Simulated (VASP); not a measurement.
Wanted: the native input for a VASP 6.6.1 run.

* Task: single point
* Functional: PBE
* Potentials or basis: VASP PAW PBE potentials, release 64 (Ir)
* Cutoff: 520 eV
* k mesh: 15 × 15 × 15
* Occupations: methfessel-paxton, width 0.05 eV
* Spin: no spin polarisation
* Dipole correction: no
* Further INCAR settings: ALGO = Normal; EDIFF = 1e-07; NBANDS = 10

The structure of Ir lies in POSCAR:

```
Ir
1.0
    0.0000000000      1.8831259299      1.8831259299
    1.8831259299      0.0000000000      1.8831259299
    1.8831259299      1.8831259299      0.0000000000
Ir
1
Direct
    0.0000000000      0.0000000000      0.0000000000
```

These files were run (other wordings do the same):

INCAR

```
PREC = Accurate
ENCUT = 520
EDIFF = 1E-7
ISMEAR = 1
SIGMA = 0.05
LREAL = False
LASPH = True
NELM = 60
ALGO = Normal
ISIF = 2
LWAVE = False
LCHARG = False
GGA = PE
NBANDS = 10
```

KPOINTS

```
regular mesh
0
Gamma
  15 15 15
```

Potentials or basis: VASP PAW PBE potentials, release 64 (Ir).

The run is started by

```bash
$ cat potpaw_PBE.64/Ir/POTCAR > POTCAR
$ mpirun -np 1 vasp_std > vasp.out
```

It gave:

```json
{
 "Pressure": "36.0 GPa"
}
```

Run time: 30 s on 1 thread of AMD EPYC 7R13, on a shared host, peak memory 0.11 GiB.
